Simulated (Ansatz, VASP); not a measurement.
## Si2N: VASP beside Ansatz

File INCAR:

```
SYSTEM = Si2N
ALGO     = Normal         ! electronic algorithm
EDIFF    = 1E-7           ! SCF threshold, eV
ENCUT    = 520            ! plane-wave cutoff, eV
GGA      = PE             ! functional
ISIF     = 2              ! what is computed and relaxed
ISMEAR   = 0              ! smearing method
LASPH    = .True.         ! aspherical terms in the spheres
LCHARG   = .False.        ! write CHGCAR
LREAL    = .False.        ! projectors in reciprocal space
LWAVE    = .False.        ! write WAVECAR
NBANDS   = 14             ! bands
NELM     = 100            ! most SCF steps
PREC     = Accurate       ! precision mode
SIGMA    = 0.1            ! smearing width, eV
```

File KPOINTS:

```
k-points
0
Gamma
  18 18 18
  0 0 0
```

The input POSCAR:

```
Si2N
1.0
    1.3587535681      0.7844767383      5.4705566921
   -1.3587535681      0.7844767383      5.4705566921
    0.0000000000     -1.5689534766      5.4705566921
Si N
2 1
Direct
    0.5853580498      0.5853580498      0.5853580498
    0.4146419502      0.4146419502      0.4146419502
    0.0000000000      0.0000000000      0.0000000000
```

Input for Ansatz:

```yaml
crystal:
  lattice:
    - [1.3587535681, 0.7844767383, 5.4705566921]
    - [-1.3587535681, 0.7844767383, 5.4705566921]
    - [0.0, -1.5689534766, 5.4705566921]
  atoms:
    - { symbol: Si, position: [0.5853580498, 0.5853580498, 0.5853580498] }
    - { symbol: Si, position: [0.4146419502, 0.4146419502, 0.4146419502] }
    - { symbol: "N", position: [0.0, 0.0, 0.0] }
basis:
  ecutwfc: 420
kpoints:
  mp_grid: { grid: [18, 18, 18] }
  band_path:
    path:
      - [[0.0, 0.0, 0.0], [0.5, 0.5, 0.5], [0.81962433, 0.18037567, 0.5]]
      - [[0.5, -0.18037567, 0.18037567], [0.5, 0.0, 0.0], [0.0, 0.0, 0.0], [0.34018783, -0.34018783, 0.0]]
      - [[0.65981217, 0.0, 0.34018783], [0.5, 0.0, 0.5], [0.0, 0.0, 0.0]]
    npoints: 14
hamiltonian:
  xc: pbe
scf:
  occupations: { method: gaussian, width: 0.1 }
  n_extra_bands: 7
output:
  forces: true
  stress: true
  eigenvalues: true
  populations: true
  dos: { projected: true, de: 0.02, nscf_kmesh: { grid: [22, 22, 22] } }
  bader: true
```

Alike in both runs: task single point; functional PBE; k mesh 18 × 18 × 18; occupations gaussian, width 0.1 eV; no spin polarisation.

```csv
,VASP,Ansatz
version,VASP 6.6.1,Ansatz 0.2.0
potentials or method,"VASP PAW PBE potentials, release 64 (Si, N), cutoff 520 eV","scalar-relativistic, plane waves, PAW"
valence electrons in the cell,13,13
```

Ansatz gave:

| Quantity | Value |
| --- | --- |
| gap on the k mesh at the Fermi level (eV) | none |
| pressure (GPa) | 0.0 |
| traceless stress, the component that is largest in VASP (GPa) | 0.00 |
| rms of the force components (eV/Å) | 0.000 |

Which values does VASP return?

gap on the k mesh at the Fermi level (eV): none; pressure (GPa): 0.0; traceless stress, the component that is largest in VASP (GPa): -0.06; rms of the force components (eV/Å): 0.004.

Atom by atom the forces differ by 0.003 eV/Å (rms over components). A gap of «none» marks a metal or a gap that the smearing closes.
